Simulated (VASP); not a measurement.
Write the native input for VASP 6.6.1 that does the following.

```yaml
Task: electric field gradients
Functional: LDA
Potentials_or_basis: VASP PAW LDA potentials, release 64 (Ni)
Cutoff: 520 eV
k_mesh: 15 × 15 × 8
Occupations: fermi-dirac, width 0.08 eV
Spin: collinear spin, ferromagnetic start
Starting_moments: "[1.5, 1.5] μB"
Dipole_correction: no
Further_INCAR_settings: ALGO = Normal; EDIFF = 1e-08; NBANDS = 21
```

The structure of Ni lies in POSCAR:

```
Ni
1.0
    2.3501019819      0.0000000000      0.0000000000
   -1.1750509910      2.0352480178      0.0000000000
    0.0000000000      0.0000000000      4.0728075700
Ni
2
Direct
    0.3333333333      0.6666666667      0.2500000000
    0.6666666667      0.3333333333      0.7500000000
```

This isn't the form of Ni at room conditions, which is fcc.

This cell differs from its parent crystal: x and y stretched by -4 %, z held.

One way to write it, as run:

INCAR

```
SYSTEM = Ni
PREC     = Accurate       ! precision mode
ENCUT    = 520            ! plane-wave cutoff, eV
EDIFF    = 1E-8           ! SCF threshold, eV
ISMEAR   = -1             ! smearing method
SIGMA    = 0.08           ! smearing width, eV
LREAL    = .FALSE.        ! projectors in reciprocal space
LASPH    = .TRUE.         ! aspherical terms in the spheres
NELM     = 150            ! most SCF steps
ALGO     = Normal         ! electronic algorithm
ISIF     = 2              ! what is computed and relaxed
LWAVE    = .FALSE.        ! write WAVECAR
LCHARG   = .FALSE.        ! write CHGCAR
ISPIN    = 2              ! spin polarisation
MAGMOM   = 1.5 1.5        ! initial moments
LORBIT   = 11             ! projections on sites
LMAXMIX  = 4              ! l up to which the mixer works
GGA      = CA             ! functional
LEFG     = .TRUE.       
NBANDS   = 21             ! bands
```

KPOINTS

```
Automatic mesh
0
G
  15 15 8
  0 0 0
```

Potentials or basis: VASP PAW LDA potentials, release 64 (Ni).

Launch:

```sh
$ cat potpaw_LDA.64/Ni/POTCAR > POTCAR
$ mpirun -np 1 vasp_std > vasp.out
```

Results of the run:

```yaml
Pressure: 9.8 GPa
Net_moment: 1.14 μB per cell
Site_moments: Ni +0.56 μB
Largest_electric_field_gradient_by_atom: Ni -1.7 V/Å²
Valence_electrons_inside_the_program's_atomic_spheres: Ni 9.54
```

Caveat: the cell differs from its parent crystal (x and y stretched by -4 %, z held); the stress differs along the axes, from -2 to 16 GPa; without QUAD_EFG the Cq values of the log hold for a quadrupole moment of 1 mb, not for the nuclei.

It took 54 s on 1 thread of Intel(R) Xeon(R) Platinum 8559C (Emerald Rapids) (shared host), peak memory 0.18 GiB.
